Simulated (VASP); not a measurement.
Set up this calculation in VASP 6.6.1, as the native input.

```
Task                   : single point
Functional             : PBE
Potentials or basis    : VASP PAW PBE potentials, release 64 (Te, Mo_sv)
Cutoff                 : 520 eV
k mesh                 : 9 × 9 × 1
Occupations            : gaussian, width 0.05 eV
Spin                   : no spin polarisation
Dipole correction      : no
Further INCAR settings : ALGO = Normal; EDIFF = 1e-07; NBANDS = 49
```

The structure of Te2Mo lies in POSCAR:

```
Te2Mo
1.0
    3.5561516160      0.0000000000      0.0000000000
   -1.7780758080      3.0797176391      0.0000000000
    0.0000000000      0.0000000000     32.1528759490
Te Mo
6 3
Direct
    0.0000000000      0.0000000000      0.9437597132
    0.3333333333      0.6666666667      0.7054970517
    0.3333333333      0.6666666667      0.1820470140
    0.3333333333      0.6666666667      0.8179529860
    0.3333333333      0.6666666667      0.2945029483
    0.0000000000      0.0000000000      0.0562402868
    0.0000000000      0.0000000000      0.7617063089
    0.0000000000      0.0000000000      0.2382936911
    0.3333333333      0.6666666667      0.0000000000
```

One way to write it, as run:

INCAR

```
SYSTEM = Te2Mo
PREC = Accurate
ENCUT = 520
EDIFF = 1E-7
ISMEAR = 0
SIGMA = 0.05
LREAL = .FALSE.
LASPH = .TRUE.
NELM = 60
ALGO = Normal
ISIF = 2
LWAVE = .FALSE.
LCHARG = .FALSE.
GGA = PE
NBANDS = 49
```

KPOINTS

```
Automatic mesh
0
G
  9 9 1
  0 0 0
```

Potentials or basis: VASP PAW PBE potentials, release 64 (Te, Mo_sv).

The run is started by

```console
$ cat potpaw_PBE.64/Te/POTCAR potpaw_PBE.64/Mo_sv/POTCAR > POTCAR
$ mpirun -np 1 vasp_std > vasp.out
```

Results of the run:

```yaml
Largest_force: 0.014 eV/Å
Band_gap_on_the_k_mesh: 1.05 eV
```

Caveat: there is no dipole correction, which matters where the two faces differ; spin-orbit coupling is left out, which moves the levels of the heavy elements.

Wall time 5.6 min on 1 thread of AMD EPYC 7R13 Processor (Zen 3), with other jobs on the host, peak memory 0.51 GiB.
